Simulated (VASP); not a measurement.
# MnV (Pm-3m) in VASP: notebook, part 2 of 2

VASP 6.6.1.

## 3. Single point, LDA, collinear spin, ferromagnetic start

File INCAR:

```
SYSTEM = MnV
PREC = Accurate ; ENCUT = 520
EDIFF = 1E-6 ; ISMEAR = -1
SIGMA = 0.05 ; LREAL = .FALSE.
LASPH = .TRUE. ; NELM = 150
ALGO = Normal ; ISIF = 2
LWAVE = .FALSE. ; LCHARG = .FALSE.
ISPIN = 2 ; MAGMOM = 4 1.5
LORBIT = 11 ; LMAXMIX = 4
GGA = CA ; NBANDS = 24
```

File KPOINTS:

```
Automatic mesh
0
G
  11 11 11
  0 0 0
```

File POSCAR:

```
MnV
1.0
    2.8101799634      0.0000000000      0.0000000000
    0.0000000000      2.8101799634      0.0000000000
    0.0000000000      0.0000000000      2.8101799634
Mn V
1 1
Direct
    0.0000000000      0.0000000000      0.0000000000
    0.5000000000      0.5000000000      0.5000000000
```

Potentials or basis: VASP PAW LDA potentials, release 64 (Mn_pv, V_sv).

On the command line:

```console
cat potpaw_LDA.64/Mn_pv/POTCAR potpaw_LDA.64/V_sv/POTCAR > POTCAR
mpirun -np 1 vasp_std > vasp.out
```

OUTCAR:

```text
SYSTEM = MnV
   PREC = Accurate
   ENCUT = 520
   EDIFF = 1E-6
   ISMEAR = -1
   LREAL = .FALSE.
   LASPH = .TRUE.
   NELM = 150
   ISIF = 2
   ISPIN = 2
   LORBIT = 11
   GGA = CA

 ion  position               nearest neighbor table
   1  0.000  0.000  0.000-   2 2.43   2 2.43   2 2.43   2 2.43   2 2.43   2 2.43   2 2.43   2 2.43

   2  0.500  0.500  0.500-   1 2.43   1 2.43   1 2.43   1 2.43   1 2.43   1 2.43   1 2.43   1 2.43

  LATTYP: Found a simple cubic cell.
 ALAT       =     2.8101799634

  Lattice vectors:

 A1 = (   2.8101799634,   0.0000000000,   0.0000000000)
 A2 = (   0.0000000000,   2.8101799634,   0.0000000000)
 A3 = (   0.0000000000,   0.0000000000,   2.8101799634)

Analysis of symmetry for initial positions (statically):
=====================================================================
 Subroutine PRICEL returns:
 Original cell was already a primitive cell.

 Routine SETGRP: Setting up the symmetry group for a
 simple cubic supercell.

 Subroutine GETGRP returns: Found 48 space group operations
 (whereof 48 operations were pure point group operations)
 out of a pool of 48 trial point group operations.

The static configuration has the point symmetry O_h .

Analysis of symmetry for dynamics (positions and initial velocities):
=====================================================================
 Subroutine PRICEL returns:
 Original cell was already a primitive cell.

 Routine SETGRP: Setting up the symmetry group for a
 simple cubic supercell.

 Subroutine GETGRP returns: Found 48 space group operations
 (whereof 48 operations were pure point group operations)
 out of a pool of 48 trial point group operations.

The dynamic configuration has the point symmetry O_h .

Analysis of structural, dynamic, and magnetic symmetry:
=====================================================================
 Subroutine PRICEL returns:
 Original cell was already a primitive cell.

 Routine SETGRP: Setting up the symmetry group for a
 simple cubic supercell.

 Subroutine GETGRP returns: Found 48 space group operations
[... 143 lines left out ...]
 number of electron      26.0000016 magnetization      -0.0000062

 Free energy of the ion-electron system (eV)
  ---------------------------------------------------
  ext. energy  EPLUGINS =         0.00000000
  ---------------------------------------------------
  free energy    TOTEN  =       -20.71765722 eV

  energy without entropy =      -20.71346248  energy(sigma->0) =      -20.71555985

 E-fermi :  11.3683     XC(G=0): -14.2694

 val. band max:       11.2107649186   @ k =   0.3636   0.0000   0.0000
 cond. band min:      11.3914848705   @ k =   0.3636   0.0909   0.0909
 fundamental gap:      0.1807199518
 Fermi energy:        11.3682956325

 spin component 1

 k-point     1 :       0.0000    0.0000    0.0000
  band No.  band energies     occupation
      1     -52.1376      1.00000
      2     -36.1495      1.00000
      3     -36.1495      1.00000
      4     -36.1495      1.00000
      5     -26.2432      1.00000
      6     -26.2432      1.00000
[... 637 lines left out ...]
     23      31.4480      0.00000
     24      31.9950      0.00000

 [... further k-points ...]

 spin component 2

 k-point     1 :       0.0000    0.0000    0.0000
  band No.  band energies     occupation
      1     -52.1375      1.00000
      2     -36.1496      1.00000
      3     -36.1496      1.00000
      4     -36.1496      1.00000
      5     -26.2431      1.00000
      6     -26.2431      1.00000
[... 637 lines left out ...]
     23      31.4480      0.00000
     24      31.9950      0.00000

 [... further k-points ...]
[... 5 lines left out ...]
  --------------------------------------------------------------------------------------
  -------------------------------------------------------------------------------------
  Total        0.0733429      0.0733429      0.0733429      0.0000000      0.0000000      0.0000000
  in kB        5.2950038      5.2950038      5.2950038      0.0000000      0.0000000      0.0000000
  external PRESSURE =       5.2950038 kB  Pullay stress =       0.0000000 kB

 VOLUME and BASIS-vectors are now :
 -----------------------------------------------------------------------------
  energy-cutoff  :      520.00
  volume of cell :       22.19
      direct lattice vectors                 reciprocal lattice vectors
     2.810179963  0.000000000  0.000000000     0.355849096  0.000000000  0.000000000
     0.000000000  2.810179963  0.000000000     0.000000000  0.355849096  0.000000000
     0.000000000  0.000000000  2.810179963     0.000000000  0.000000000  0.355849096

 POSITION                                       TOTAL-FORCE (eV/Angst)
 -----------------------------------------------------------------------------------
      0.00000      0.00000      0.00000         0.000000      0.000000      0.000000
      1.40509      1.40509      1.40509         0.000000      0.000000      0.000000
 -----------------------------------------------------------------------------------
    total drift:                                0.000000      0.000000     -0.000000

  FREE ENERGIE OF THE ION-ELECTRON SYSTEM (eV)
  ---------------------------------------------------
  free  energy   TOTEN  =       -20.7176572170 eV

  energy  without entropy=      -20.7134624755  energy(sigma->0) =      -20.71555985

 total charge

# of ion       s       p       d       tot
------------------------------------------
    1        0.440   6.400   5.273  12.113
    2        2.378   6.316   3.145  11.839
--------------------------------------------------
tot          2.818  12.716   8.418  23.952

 magnetization (x)

# of ion       s       p       d       tot
------------------------------------------
    1        0.000   0.000  -0.000  -0.000
    2        0.000   0.000   0.000   0.000
--------------------------------------------------
tot          0.000   0.000  -0.000  -0.000
```

OSZICAR:

```text
N       E                     dE             d eps       ncg     rms          rms(c)
DAV:   1     0.281759170642E+03    0.28176E+03   -0.14289E+04  5464   0.138E+03
DAV:   2    -0.113749056646E+02   -0.29313E+03   -0.28166E+03  5472   0.422E+02
DAV:   3    -0.210943102760E+02   -0.97194E+01   -0.96819E+01  5928   0.886E+01
DAV:   4    -0.211714597007E+02   -0.77149E-01   -0.77144E-01  6160   0.792E+00
DAV:   5    -0.211726554985E+02   -0.11958E-02   -0.11958E-02  5960   0.963E-01    0.342E+01
DAV:   6    -0.216489980297E+02   -0.47634E+00   -0.12358E+01  5672   0.367E+01    0.143E+01
DAV:   7    -0.251588032000E+02   -0.35098E+01   -0.47519E+01  6032   0.366E+01    0.276E+01
DAV:   8    -0.207827137680E+02    0.43761E+01   -0.25907E+01  5944   0.267E+01    0.434E+00
DAV:   9    -0.207367542791E+02    0.45959E-01   -0.14629E-01  5544   0.293E+00    0.174E+00
DAV:  10    -0.207196593061E+02    0.17095E-01   -0.54134E-02  6032   0.202E+00    0.915E-01
DAV:  11    -0.207177468889E+02    0.19124E-02   -0.63832E-03  5544   0.985E-01    0.260E-01
DAV:  12    -0.207176527220E+02    0.94167E-04   -0.40801E-04  6600   0.193E-01    0.617E-02
DAV:  13    -0.207176556009E+02   -0.28790E-05   -0.28681E-05  5960   0.445E-02    0.373E-02
DAV:  14    -0.207176571797E+02   -0.15788E-05   -0.33377E-06  5576   0.159E-02    0.120E-02
DAV:  15    -0.207176572170E+02   -0.37262E-07   -0.97621E-07  2856   0.915E-03
   1 F= -.20717657E+02 E0= -.20715560E+02  d E =-.419474E-02  mag=     0.0001
```

Wall time 79 s (1 thread of Oxide Virtual Turin-like, shared host); peak memory 0.13 GiB.

What came out:

```
Free energy                                           : -20.7177 eV
Pressure                                              : 0.5 GPa
Band gap on the k mesh                                : zero (filled and empty bands overlap)
Net moment                                            : 0.00 μB per cell
Valence electrons inside the program's atomic spheres : Mn 12.11; V 11.84
```

Levels at points of the mesh, in eV from the Fermi level:
Spin up:
| k point | band 9 | band 10 | band 11 | band 12 | band 13 | band 14 | band 15 | band 16 | band 17 | band 18 |
| --- | --- | --- | --- | --- | --- | --- | --- | --- | --- | --- |
| (0.00, 0.00, 0.00) | -4.58 | -4.58 | -0.97 | -0.97 | -0.97 | 1.25 | 1.25 | 2.93 | 2.93 | 2.93 |
Spin down:
```tsv
k point	band 9	band 10	band 11	band 12	band 13	band 14	band 15	band 16	band 17	band 18
(0.00, 0.00, 0.00)	-4.58	-4.58	-0.97	-0.97	-0.97	1.25	1.25	2.93	2.93	2.93
```

Caveat: the moments typed at the start vanished in this run.

## 4. Relaxation of cell and atoms, LDA, collinear spin, ferromagnetic start

This run uses another cell than the first one, of 12.19 Å³/atom.

File INCAR:

```
  PREC = Accurate
  ENCUT = 600
  EDIFF = 1E-6
  ISMEAR = -1
  SIGMA = 0.05
  LREAL = False
  LASPH = True
  NELM = 150
  ALGO = Normal
  ISIF = 3
  LWAVE = False
  LCHARG = False
  ISPIN = 2
  MAGMOM = 4 1.5
  LORBIT = 11
  LMAXMIX = 4
  GGA = CA
  IBRION = 2
  NSW = 100
  EDIFFG = -0.005
```

File KPOINTS:

```
Automatic mesh
0
Gamma
  11 11 11
```

File POSCAR:

```
MnV
1.0
    2.9000000000      0.0000000000      0.0000000000
    0.0000000000      2.9000000000      0.0000000000
    0.0000000000      0.0000000000      2.9000000000
Mn V
1 1
Direct
    0.0000000000      0.0000000000      0.0000000000
    0.5000000000      0.5000000000      0.5000000000
```

On the command line:

```console
cat potpaw_LDA.64/Mn_pv/POTCAR potpaw_LDA.64/V_sv/POTCAR > POTCAR
mpirun -np 1 vasp_std > vasp.out
```

It took 4 min on 1 thread of Oxide Virtual Turin-like, shared host; peak memory 0.15 GiB.

It converged, with:

* Free energy: -20.7198 eV
* Relaxed volume: 11.11 Å³/atom
* Relaxed cell: a = 2.812 Å, b = 2.812 Å, c = 2.812 Å, α = 90.00°, β = 90.00°, γ = 90.00°
* Space group after relaxing (to 0.1 Å): Pm-3m (No. 221)
* Energy gained by relaxing: 78.9 meV/atom
* Ionic steps: 7
* Pressure after relaxing: 0.0 GPa
* Band gap on the k mesh: zero (filled and empty bands overlap)
* Net moment: 0.00 μB per cell
* Valence electrons inside the program's atomic spheres: Mn 12.11; V 11.84

The path:
| step | energy change (eV) | largest force (eV/Å) | pressure (GPa) | volume (Å³) |
| --- | --- | --- | --- | --- |
| 1 | 0.0000 | 0.0000 | -21.52 | 24.39 |
| 2 | 0.3672 | 0.0000 | 60.35 | 19.05 |
| 3 | -0.1573 | 0.0000 | -1.06 | 22.33 |
| 4 | -0.1577 | 0.0000 | -0.47 | 22.26 |
| 5 | -0.1577 | 0.0000 | 0.22 | 22.21 |
| 6 | -0.1577 | 0.0000 | -0.21 | 22.25 |
| 7 | -0.1577 | 0.0000 | -0.03 | 22.23 |

Final structure:
```cif
data_structure
_symmetry_space_group_name_H-M 'P 1'
_symmetry_Int_Tables_number 1
_cell_length_a 2.8117
_cell_length_b 2.8117
_cell_length_c 2.8117
_cell_angle_alpha 90.000
_cell_angle_beta 90.000
_cell_angle_gamma 90.000
_cell_volume 22.23
loop_
_atom_site_label
_atom_site_type_symbol
_atom_site_fract_x
_atom_site_fract_y
_atom_site_fract_z
_atom_site_occupancy
Mn1 Mn 0.00000 0.00000 0.00000 1
V1 V 0.50000 0.50000 0.50000 1
```

Levels at points of the mesh, in eV from the Fermi level:
Spin up:
| k point | band 11 | band 12 | band 13 | band 14 | band 15 | band 16 |
| --- | --- | --- | --- | --- | --- | --- |
| (0.00, 0.00, 0.00) | -0.97 | -0.97 | -0.97 | 1.25 | 1.25 | 2.93 |
Spin down:
| k point | band 10 | band 11 | band 12 | band 13 | band 14 | band 15 | band 16 | band 17 |
| --- | --- | --- | --- | --- | --- | --- | --- | --- |
| (0.00, 0.00, 0.00) | -4.57 | -0.97 | -0.97 | -0.97 | 1.25 | 1.25 | 2.93 | 2.93 |

Caveat: the moments typed at the start vanished in this run. LDA usually gives volumes a few per cent too small.

## 5. Relaxation of cell and atoms, LDA, collinear spin, ferromagnetic start

This run uses another cell than the first one, of 12.19 Å³/atom.

File INCAR:

```
SYSTEM = MnV
PREC     = Accurate       ! precision mode
ENCUT    = 600            ! plane-wave cutoff, eV
EDIFF    = 1E-7           ! SCF threshold, eV
ISMEAR   = -1             ! smearing method
SIGMA    = 0.05           ! smearing width, eV
LREAL    = .False.        ! projectors in reciprocal space
LASPH    = .True.         ! aspherical terms in the spheres
NELM     = 150            ! most SCF steps
ALGO     = Normal         ! electronic algorithm
ISIF     = 3              ! what is computed and relaxed
LWAVE    = .False.        ! write WAVECAR
LCHARG   = .False.        ! write CHGCAR
ISPIN    = 2              ! spin polarisation
MAGMOM   = 4 1.5          ! initial moments
LORBIT   = 11             ! projections on sites
LMAXMIX  = 4              ! l up to which the mixer works
GGA      = CA             ! functional
IBRION   = 2              ! ionic algorithm
NSW      = 100            ! ionic steps
EDIFFG   = -0.005         ! ionic threshold
```

File KPOINTS:

```
regular mesh
0
Gamma
  11 11 11
  0 0 0
```

POSCAR is that of step 4.

On the command line:

```console
cat potpaw_LDA.64/Mn_pv/POTCAR potpaw_LDA.64/V_sv/POTCAR > POTCAR
mpirun -np 1 vasp_std > vasp.out
```

Wall time 5.4 min (1 thread of Oxide Virtual Turin-like, shared host); peak memory 0.15 GiB.

Results (log left out):

* Free energy: -20.7198 eV
* Relaxed volume: 11.11 Å³/atom
* Relaxed cell: a = 2.812 Å, b = 2.812 Å, c = 2.812 Å, α = 90.00°, β = 90.00°, γ = 90.00°
* Space group after relaxing (to 0.1 Å): Pm-3m (No. 221)
* Energy gained by relaxing: 78.9 meV/atom
* Ionic steps: 7
* Pressure after relaxing: 0.0 GPa
* Band gap on the k mesh: zero (filled and empty bands overlap)
* Net moment: 0.00 μB per cell
* Valence electrons inside the program's atomic spheres: Mn 12.11; V 11.84

Step by step:
```
step  energy change (eV)  largest force (eV/Å)  pressure (GPa)  volume (Å³)
   1              0.0000                0.0000          -21.52        24.39
   2              0.3667                0.0000           60.39        19.05
   3             -0.1573                0.0000           -1.23        22.33
   4             -0.1577                0.0000           -0.25        22.25
   5             -0.1577                0.0000            0.31        22.21
   6             -0.1576                0.0000           -0.49        22.27
   7             -0.1577                0.0000            0.03        22.23
```

Final structure:
```
Mn V
1.0
     2.81165    0.00000    0.00000
     0.00000    2.81165    0.00000
     0.00000    0.00000    2.81165
Mn V
1 1
Direct
  0.00000 0.00000 0.00000
  0.50000 0.50000 0.50000
```

Levels at points of the mesh, in eV from the Fermi level:
Spin up:
```csv
k point,band 11,band 12,band 13,band 14,band 15,band 16
"(0.00, 0.00, 0.00)",-0.97,-0.97,-0.97,1.25,1.25,2.93
```
Spin down:
| k point | band 9 | band 10 | band 11 | band 12 | band 13 | band 14 | band 15 | band 16 | band 17 | band 18 |
| --- | --- | --- | --- | --- | --- | --- | --- | --- | --- | --- |
| (0.00, 0.00, 0.00) | -4.57 | -4.57 | -0.97 | -0.97 | -0.97 | 1.25 | 1.25 | 2.93 | 2.93 | 2.93 |

Caveat: the moments typed at the start vanished in this run. LDA usually gives volumes a few per cent too small.

The gap in the log of VASP goes by the Fermi energy; the results here count the filled bands.